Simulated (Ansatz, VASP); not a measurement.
# Lu in VASP and in Ansatz

```
Lu
1.0
    -1.94997    1.94997    1.94997
     1.94997   -1.94997    1.94997
     1.94997    1.94997   -1.94997
Lu
1
Direct
  0.00000 0.00000 0.00000
```

Alike in both runs: task electric field gradients; functional PBE; k mesh 15 × 15 × 15; occupations fermi-dirac, width 0.08 eV; non-collinear spin, spin-orbit coupling.

|  | VASP | Ansatz |
| --- | --- | --- |
| version | VASP 6.6.1 | Ansatz 0.2.0 |
| potentials or method | VASP PAW PBE potentials, release 64 (Lu) | PAW with Ansatz's default frozen-core files, fully relativistic files with spin-orbit coupling |
| plane-wave cutoff (eV) | 520 | 420 |
| valence electrons in the cell | 25 | 25 |

Ansatz gave:

```
pressure (GPa) : -0.4
```

Problem. What did VASP give for the same quantities?

Solution. Pressure (GPa): -0.3.

With one functional, cell and mesh, what is left measures potentials, basis and numerics.
